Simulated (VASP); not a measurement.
# Al (C2/c) in VASP: notebook

The runs below take Al through single point, with r2SCAN.

All numbers are computed with VASP 6.6.1; they aren't measurements. Logs are shortened: lines on timing, memory, paths and dates and some standing lists are left out, and cuts for length are marked.

**1. The cell of the first run**

It takes space group C2/c (No. 15, monoclinic). Conventional cell: a = 2.883 Å, b = 8.857 Å, c = 2.918 Å, α = 90.00°, β = 90.62°, γ = 90.00°. Within 3.7 Å of Al (site symmetry 2) lie 10 Al at 2.82 to 2.92 Å.

**2. Single point, r2SCAN (18.62 Å³/atom)**

Contents of POSCAR:

```
Al
1.0
   -3.3427041635      2.9199946868      1.4100735894
    2.9199946868     -3.3427041635      1.4100735894
    2.4362645209      2.4362645209     -2.1842667701
Al
2
Direct
    0.9887898961      0.0112101039      1.0000000000
    0.7612101039      0.2387898961      0.5000000000
```

Contents of INCAR.step1:

```
SYSTEM = Al
PREC = Accurate
ENCUT = 520
ISMEAR = -1
SIGMA = 0.1
LREAL = .False.
LASPH = .True.
NELM = 80
NBANDS = 10
GGA = PE
ALGO = Normal
EDIFF = 1E-4
LWAVE = .True.
LCHARG = .False.
```

Contents of INCAR.step2:

```
SYSTEM = Al
PREC = Accurate
ENCUT = 520
EDIFF = 1E-7
ISMEAR = -1
SIGMA = 0.1
LREAL = .False.
LASPH = .True.
NELM = 80
ALGO = Normal
ISIF = 2
LWAVE = .False.
LCHARG = .False.
METAGGA = R2SCAN
LMIXTAU = .True.
NBANDS = 10
ISTART = 1
```

Contents of KPOINTS:

```
regular mesh
0
Gamma
  18 18 12
  0 0 0
```

Potentials or basis: VASP PAW PBE potentials, release 64 (Al).

Command:

```console
$ cat potpaw_PBE.64/Al/POTCAR > POTCAR
$ cp INCAR.step1 INCAR
$ mpirun -np 1 vasp_std > vasp.out
$ cp INCAR.step2 INCAR
$ mpirun -np 1 vasp_std > vasp.out
```

OUTCAR:

```text
SYSTEM = Al
   PREC = Accurate
   ENCUT = 520
   EDIFF = 1E-7
   ISMEAR = -1
   LREAL = .False.
   LASPH = .True.
   NELM = 80
   ISIF = 2
   METAGGA = R2SCAN
   ISTART = 1

 ion  position               nearest neighbor table
   1  0.989  0.011  0.000-   2 2.82   2 2.82   2 2.87   2 2.87   2 2.88   2 2.88
   2  0.761  0.239  0.500-   1 2.82   1 2.82   1 2.87   1 2.87   1 2.88   1 2.88

  Warning from LATTYP: Got some problem with cell dimensions!
  Tried to take original basis but could not verify dimensions!
  LATTYP: Found a base centered monoclinic cell.
 ALAT       =     2.8828105580
 B/A-ratio  =     3.0722773741
 C/A-ratio  =     1.0121131858
 COS(beta)  =    -0.0108162979

  Lattice vectors:

 A1 = (   3.3427041635,  -2.9199946868,  -1.4100735894)
 A2 = (  -2.9199946868,   3.3427041635,  -1.4100735894)
 A3 = (   2.0135550442,   2.0135550442,   0.6358804087)

Analysis of symmetry for initial positions (statically):
=====================================================================
 Subroutine PRICEL returns:
 Original cell was already a primitive cell.

 Routine SETGRP: Setting up the symmetry group for a
 base centered monoclinic supercell.

 Subroutine GETGRP returns: Found  4 space group operations
 (whereof  2 operations were pure point group operations)
 out of a pool of  4 trial point group operations.

The static configuration has the point symmetry C_2 .
 The point group associated with its full space group is C_2h.

Analysis of symmetry for dynamics (positions and initial velocities):
=====================================================================
 Subroutine PRICEL returns:
 Original cell was already a primitive cell.

 Routine SETGRP: Setting up the symmetry group for a
 base centered monoclinic supercell.

 Subroutine GETGRP returns: Found  4 space group operations
 (whereof  2 operations were pure point group operations)
 out of a pool of  4 trial point group operations.

The dynamic configuration has the point symmetry C_2 .
 The point group associated with its full space group is C_2h.

 Subroutine INISYM returns: Found  4 space group operations
 (whereof  2 operations are pure point group operations),
 and found     1 'primitive' translations

----------------------------------------------------------------------------------------

                                     Primitive cell

  volume of cell :      37.2462

  direct lattice vectors                    reciprocal lattice vectors
    -3.342704164  2.919994687  1.410073589     0.103796935  0.263472504  0.409641128
     2.919994687 -3.342704164  1.410073589     0.263472504  0.103796935  0.409641128
     2.436264521  2.436264521 -2.184266770     0.237094179  0.237094179  0.071075692

  length of vectors
     4.657075007  4.657075007  4.079435127     0.497993392  0.497993392  0.342752175

  position of ions in fractional coordinates (direct lattice)
     0.988789896  0.011210104  0.000000000
     0.761210104  0.238789896  0.500000000

  ion indices of the primitive-cell ions
   primitive index   ion index
                 1           1
                 2           2

----------------------------------------------------------------------------------------

 KPOINTS: regular mesh

Automatic generation of k-mesh.
 Grid dimensions read from file:
 generate k-points for:   18   18   12

 Generating k-lattice:

  Cartesian coordinates                     Fractional coordinates (reciprocal lattice)
     0.005766496  0.014637361  0.022757840     0.055555556  0.000000000  0.000000000
     0.014637361  0.005766496  0.022757840     0.000000000  0.055555556  0.000000000
     0.019757848  0.019757848  0.005922974     0.000000000  0.000000000  0.083333333

  Length of vectors
     0.027666300  0.027666300  0.028562681

  Shift w.r.t. Gamma in fractional coordinates (k-lattice)
     0.000000000  0.000000000  0.000000000

 Subroutine IBZKPT returns following result:
 ===========================================

 Found   1037 irreducible k-points:

 Following reciprocal coordinates:
            Coordinates               Weight
  0.000000  0.000000  0.000000      1.000000
  0.055556 -0.000000  0.000000      4.000000
  0.111111 -0.000000  0.000000      4.000000
  0.166667 -0.000000  0.000000      4.000000
  0.222222  0.000000  0.000000      4.000000
  0.277778  0.000000 -0.000000      4.000000
[... 16 lines left out ...]
 -0.277778  0.055556  0.000000      4.000000
 -0.222222  0.055556  0.000000      4.000000
 [... further k-points ...]
   k-points           NKPTS =   1037   k-points in BZ     NKDIM =   1037   number of bands    NBANDS=     10
   number of dos      NEDOS =    301   number of ions     NIONS =      2
   total plane-waves  NPLWV =  38880
   dimension x,y,z NGX =    36 NGY =   36 NGZ =   30
   dimension x,y,z NGXF=    72 NGYF=   72 NGZF=   60
   ions per type =               2
   NGX,Y,Z   is equivalent  to a cutoff of  12.85, 12.85, 12.23 a.u.
   NGXF,Y,Z  is equivalent  to a cutoff of  25.70, 25.70, 24.45 a.u.
 SYSTEM =  Al
   PREC   = accura    normal or accurate (medium, high low for compatibility)
   ISTART =      1    job   : 0-new  1-cont  2-samecut
   ICHARG =      0    charge: 1-file 2-atom 10-const
   ISPIN  =      1    spin polarized calculation?
   LNONCOLLINEAR =      F non collinear calculations
   LSORBIT =      F    spin-orbit coupling
   LASPH  =      T    aspherical Exc in radial PAW
   ENCUT  =  520.0 eV  38.22 Ry    6.18 a.u.   8.66  8.66  7.59*2*pi/ulx,y,z
   NELM   =     80;   NELMIN=  2; NELMDL=  0     # of ELM steps
   EDIFF  = 0.1E-06   stopping-criterion for ELM
   LREAL  =      F    real-space projection
   EDIFFG = 0.1E-05   stopping-criterion for IOM
   NSW    =      0    number of steps for IOM
   IBRION =     -1    ionic relax: 0-MD 1-quasi-New 2-CG
   NFREE  =      0    steps in history (QN), initial steepest desc. (CG)
   ISIF   =      2    stress and relaxation
   ISYM   =      2    0-nonsym 1-usesym 2-fastsym
   POTIM  = 0.5000    time-step for ionic-motion
   TEBEG  =    0.0;   TEEND  =   0.0 temperature during run
   PSTRESS=    0.0 pullay stress
   NELECT =       6.0000    total number of electrons
   NUPDOWN=      -1.0000    fix difference up-down
   EMIN   =  10.00;   EMAX   =-10.00  energy-range for DOS
   EFERMI =   0.00;   METHOD = LEGACY
   ISMEAR =    -1;   SIGMA  =   0.10  broadening in eV -4-tet -1-fermi 0-gaus
   EFERMI_NEDOS =   21; number of points for ismear=-14 and -15
   IALGO  =     38    algorithm
   IMIX   =      4    mixing-type and parameters
     AMIX     =   0.40;   BMIX     =  1.00
     AMIX_MAG =   1.60;   BMIX_MAG =  1.00
  volume/ion in A,a.u.               =      18.62       125.68
  Fermi-wavevector in a.u.,A,eV,Ry     =   0.890768  1.683307 10.795774  0.793467
  Thomas-Fermi vector in A             =   2.012501
   LORBIT       =      0    0 simple, 1 ext, 2 COOP (PROOUT), +10 PAW based schemes
   METAGGA = R2SCAN    functional components
   LHFCALC =     F    Hartree Fock is set to
   AEXX    =    0.0000 exact exchange contribution
   IVDW    =     0    specifies the selected vdW correction
   LEPSILON=     F    determine dielectric tensor
   LRPA    =     F    only Hartree local field effects (RPA)
 non-spin polarized calculation
  energy-cutoff  :      520.00
  volume of cell :       37.25
 maximum number of plane-waves:      1022
   NGX = 17   NGY = 17   NGZ = 15

 number of electron       6.0000000 magnetization

 Free energy of the ion-electron system (eV)
  ---------------------------------------------------
  ext. energy  EPLUGINS =         0.00000000
  ---------------------------------------------------
  free energy    TOTEN  =       -13.19955795 eV

  energy without entropy =      -13.17254133  energy(sigma->0) =      -13.18604964

 E-fermi :   6.7500     XC(G=0): -10.3561

 val. band max:        6.7446779339   @ k =  -0.0556   0.5000   0.0833
 cond. band min:       6.7503163061   @ k =  -0.1111  -0.1667   0.2500
 fundamental gap:      0.0056383723
 Fermi energy:         6.7500472484

 k-point     1 :       0.0000    0.0000    0.0000
  band No.  band energies     occupation
      1      -4.2673      2.00000
      2       3.2382      2.00000
      3       4.1136      2.00000
      4      12.7815      0.00000
      5      13.0649      0.00000
      6      14.4320      0.00000
      7      15.7061      0.00000
      8      16.3342      0.00000
      9      17.7571      0.00000
     10      19.3786      0.00000

 k-point     2 :       0.0556   -0.0000    0.0000
  band No.  band energies     occupation
      1      -4.1475      2.00000
      2       3.1766      2.00000
      3       4.3996      2.00000
      4      11.2543      0.00000
      5      13.2530      0.00000
      6      14.3524      0.00000
      7      15.2476      0.00000
      8      17.5174      0.00000
      9      18.3564      0.00000
     10      18.6986      0.00000

 k-point     3 :       0.1111   -0.0000    0.0000
  band No.  band energies     occupation
      1      -3.7886      2.00000
      2       3.1668      2.00000
      3       5.0792      2.00000
      4       9.7174      0.00000
      5      11.9395      0.00000
      6      12.9693      0.00000
      7      16.5669      0.00000
      8      17.3106      0.00000
      9      18.1243      0.00000
     10      20.3144      0.00000

 k-point     4 :       0.1667   -0.0000    0.0000
  band No.  band energies     occupation
      1      -3.1925      2.00000
      2       3.3370      2.00000
      3       6.0084      1.99880
      4       8.3786      0.00000
      5      10.5556      0.00000
      6      11.8103      0.00000
      7      15.0286      0.00000
      8      17.5166      0.00000
      9      19.6061      0.00000
     10      20.9083      0.00000

 k-point     5 :       0.2222    0.0000    0.0000
  band No.  band energies     occupation
      1      -2.3623      2.00000
      2       3.7141      2.00000
      3       7.0938      0.06226
      4       7.2539      0.01289
      5       9.3701      0.00000
      6      10.8710      0.00000
      7      13.6156      0.00000
      8      16.8534      0.00000
      9      18.1133      0.00000
     10      20.3772      0.00000

 k-point     6 :       0.2778    0.0000   -0.0000
  band No.  band energies     occupation
      1      -1.3024      2.00000
      2       4.2962      2.00000
      3       6.3379      1.96807
      4       7.7378      0.00010
      5       8.9893      0.00000
      6      10.1774      0.00000
      7      12.3794      0.00000
      8      15.1726      0.00000
      9      16.4205      0.00000
     10      18.2491      0.00000
[... 183 lines left out ...]
 k-point    21 :      -0.3889    0.0556    0.0000
  band No.  band energies     occupation
      1       0.1397      2.00000
      2       4.4283      2.00000
      3       5.7067      1.99994
      4       7.0570      0.08876
      5       9.7504      0.00000
      6      10.7026      0.00000
      7      11.3671      0.00000
      8      12.6681      0.00000
      9      15.8074      0.00000
     10      17.6757      0.00000

 k-point    22 :      -0.3333    0.0556    0.0000
  band No.  band energies     occupation
      1      -1.1633      2.00000
      2       3.6307      2.00000
      3       6.3873      1.94821
      4       7.7580      0.00008
      5       9.6982      0.00000
      6      10.4903      0.00000
      7      11.9982      0.00000
      8      15.0097      0.00000
      9      17.0622      0.00000
     10      18.7749      0.00000

 k-point    23 :      -0.2778    0.0556    0.0000
  band No.  band energies     occupation
      1      -2.2451      2.00000
      2       3.0187      2.00000
      3       7.2900      0.00900
      4       7.8730      0.00003
      5       9.3165      0.00000
      6      11.2337      0.00000
      7      13.1151      0.00000
      8      17.4458      0.00000
      9      18.0500      0.00000
     10      20.4553      0.00000

 k-point    24 :      -0.2222    0.0556    0.0000
  band No.  band energies     occupation
      1      -3.0980      2.00000
      2       2.6211      2.00000
      3       6.8734      0.45128
      4       8.4266      0.00000
      5      10.3577      0.00000
      6      12.1762      0.00000
      7      14.4748      0.00000
      8      18.2259      0.00000
      9      19.6283      0.00000
     10      20.6219      0.00000

 [... further k-points ...]
[... 5 lines left out ...]
  --------------------------------------------------------------------------------------
  -------------------------------------------------------------------------------------
  Total       -1.2159015     -1.2159015     -1.2518606      0.0590592      0.0151623      0.0151623
  in kB      -52.3029933    -52.3029933    -53.8498054      2.5404780      0.6522188      0.6522186
  external PRESSURE =     -52.8185973 kB  Pullay stress =       0.0000000 kB

 VOLUME and BASIS-vectors are now :
 -----------------------------------------------------------------------------
  energy-cutoff  :      520.00
  volume of cell :       37.25
      direct lattice vectors                 reciprocal lattice vectors
    -3.342704164  2.919994687  1.410073589     0.103796935  0.263472504  0.409641128
     2.919994687 -3.342704164  1.410073589     0.263472504  0.103796935  0.409641128
     2.436264521  2.436264521 -2.184266770     0.237094179  0.237094179  0.071075692

 POSITION                                       TOTAL-FORCE (eV/Angst)
 -----------------------------------------------------------------------------------
     -3.27250      2.84979      1.41007         0.044521     -0.044521      0.000000
     -0.62910      2.64266      0.31794        -0.044521      0.044521     -0.000000
 -----------------------------------------------------------------------------------
    total drift:                               -0.000000      0.000000      0.000000

  FREE ENERGIE OF THE ION-ELECTRON SYSTEM (eV)
  ---------------------------------------------------
  free  energy   TOTEN  =       -13.1995579533 eV

  energy  without entropy=      -13.1725413259  energy(sigma->0) =      -13.18604964
```

Wall time 27 min (1 thread of Intel Xeon Platinum 8259CL at 2.50GHz (Skylake/Cascade Lake), shared host); peak memory 0.44 GiB.

What came out:

- Free energy: -13.1996 eV
- Pressure: -5.3 GPa
- Largest force: 0.063 eV/Å
- Band gap on the k mesh: zero (bands 3 and 4 overlap by 9.56 eV)

Forces on the atoms (eV/Å):
```
Al   0.045 -0.045  0.000
Al  -0.045  0.045  0.000
```

Caveat: the cell stands under tension; the PAW data sets were made with another functional, which shifts forces and pressure a little.

**3. Single point, r2SCAN (19.31 Å³/atom)**

This run uses another cell than the first one, of 19.31 Å³/atom.

Contents of POSCAR:

```
Al
1.0
   -3.3834728663      2.9556078879      1.4272713037
    2.9556078879     -3.3834728663      1.4272713037
    2.4659779923      2.4659779923     -2.2109067953
Al
2
Direct
    0.9887898961      0.0112101039      1.0000000000
    0.7612101039      0.2387898961      0.5000000000
```

Contents of INCAR.step1:

```
PREC = Accurate ; ENCUT = 520
ISMEAR = -1 ; SIGMA = 0.1
LREAL = False ; LASPH = True
NELM = 80 ; NBANDS = 10
GGA = PE ; ALGO = Normal
EDIFF = 1E-4 ; LWAVE = True
LCHARG = False
```

Contents of INCAR.step2:

```
PREC = Accurate ; ENCUT = 520
EDIFF = 1E-6 ; ISMEAR = -1
SIGMA = 0.1 ; LREAL = False
LASPH = True ; NELM = 80
ALGO = Normal ; ISIF = 2
LWAVE = False ; LCHARG = True
METAGGA = R2SCAN ; LMIXTAU = True
LELF = True ; LVHAR = True
NBANDS = 10 ; ISTART = 1
```

Contents of KPOINTS:

```
regular mesh
0
Gamma
  18 18 12
```

Potentials or basis: VASP PAW PBE potentials, release 64 (Al).

Command:

```console
$ cat potpaw_PBE.64/Al/POTCAR > POTCAR
$ cp INCAR.step1 INCAR
$ mpirun -np 1 vasp_std > vasp.out
$ cp INCAR.step2 INCAR
$ mpirun -np 1 vasp_std > vasp.out
```

It took 23 min on 1 thread of Intel Xeon Platinum 8259CL at 2.50GHz (Skylake/Cascade Lake), shared host; peak memory 0.45 GiB.

It converged, with:

```
Free energy            : -13.1461 eV
Pressure               : -7.1 GPa
Largest force          : 0.088 eV/Å
Band gap on the k mesh : zero (bands 3 and 4 overlap by 9.42 eV)
```

Forces in eV/Å, atoms in the order of the input:
```
Al   0.062 -0.062  0.000
Al  -0.062  0.062  0.000
```

Stress tensor (GPa, compression positive):
```
-7.07  0.34  0.04
 0.34 -7.07  0.04
 0.04  0.04 -7.03
```

Levels at points of the mesh, in eV from the Fermi level:
| k point | band 1 | band 2 | band 3 | band 4 | band 5 | band 6 | band 7 |
| --- | --- | --- | --- | --- | --- | --- | --- |
| (0.00, 0.00, 0.00) | -10.77 | -3.39 | -2.62 | 5.86 | 6.28 | 7.48 | 8.72 |
| (0.50, 0.00, 0.00) | -2.21 | -2.07 | -0.86 | -0.68 | 1.57 | 1.70 | 3.47 |
| (0.50, 0.50, 0.00) | -9.30 | -8.24 | 5.57 | 5.99 | 6.31 | 7.02 | 7.07 |
| (0.00, 0.00, 0.50) | -6.32 | -6.32 | 0.80 | 0.80 | 1.69 | 1.69 | 11.32 |
| (0.50, 0.00, 0.50) | -6.14 | -5.47 | -2.50 | -1.02 | 5.16 | 5.95 | 9.72 |
| (0.50, 0.50, 0.50) | -4.90 | -4.90 | -3.84 | -3.84 | 9.46 | 9.46 | 9.97 |

Caveat: the cell stands under tension; the PAW data sets were made with another functional, which shifts forces and pressure a little.
